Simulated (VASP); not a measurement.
Input of a VASP 6.6.1 run:

The input INCAR:

```
PREC = Accurate
ENCUT = 520
EDIFF = 1E-6
ISMEAR = -1
SIGMA = 0.05
LREAL = Auto
LASPH = T
NELM = 80
ALGO = Normal
ISIF = 2
LWAVE = F
LCHARG = F
GGA = PE
IVDW = 12
NBANDS = 126
```

File KPOINTS:

```
Automatic mesh
0
Gamma
  2 2 2
```

POSCAR

```
Ge16H
1.0
    0.0000000000      5.6600000000      5.6600000000
    5.6600000000      0.0000000000      5.6600000000
    5.6600000000      5.6600000000      0.0000000000
Ge H
16 1
Direct
   -0.0192932862     -0.0582862191      0.0752650177
    0.1276236749      0.1270053004      0.0859452297
   -0.0132773852      0.0551148410      0.4579770318
    0.0830212014      0.1261130742      0.6296996466
    0.0046113074      0.4951766784     -0.0193639576
    0.1698674912      0.5194081272      0.1278003534
   -0.0317137809      0.4985159011      0.5305300353
    0.1019876325      0.6315812721      0.6196378092
    0.5107773852     -0.0045759717     -0.0147879859
    0.6373674912      0.1460600707      0.0944522968
    0.5173586572      0.0202915194      0.4986130742
    0.6231183746      0.1440371025      0.6154681979
    0.5316077739      0.4958657244      0.0099823322
    0.6323144876      0.6330565371      0.1426148410
    0.5158127208      0.5162897527      0.4954770318
    0.6151325088      0.6532067138      0.6507685512
    0.2596201413      0.2183833922      0.2631890459
```

Potentials or basis: VASP PAW PBE potentials, release 64 (Ge_d, H).

Command:

```sh
$ cat potpaw_PBE.64/Ge_d/POTCAR potpaw_PBE.64/H/POTCAR > POTCAR
$ mpirun -np 1 vasp_std > vasp.out
```

Estimate the pressure.

5.0 GPa.

Predict the largest force.

2.845 eV/Å.

Estimate the dispersion energy per atom.

-0.297 eV.

Forces on the atoms (eV/Å):
```
Ge  -1.505 -0.028 -0.118
Ge  -0.099  0.625  0.248
Ge  -1.767  0.013 -1.365
Ge   0.937  2.374  1.257
Ge  -0.059 -1.097 -0.679
Ge   1.375  2.257  0.131
Ge  -1.556 -0.166  0.602
Ge   0.039  0.117  2.250
Ge   1.115 -0.218  0.484
Ge  -0.470  0.458 -1.697
Ge  -0.811 -2.187 -1.293
Ge   0.956  0.498  0.735
Ge   1.089 -0.721 -0.008
Ge  -1.104 -0.347  0.571
Ge   1.971  0.315 -1.373
Ge  -0.507 -1.226 -0.454
H    0.393 -0.667  0.710
```

Caveat: the k points lie up to 0.48 Å⁻¹ apart.
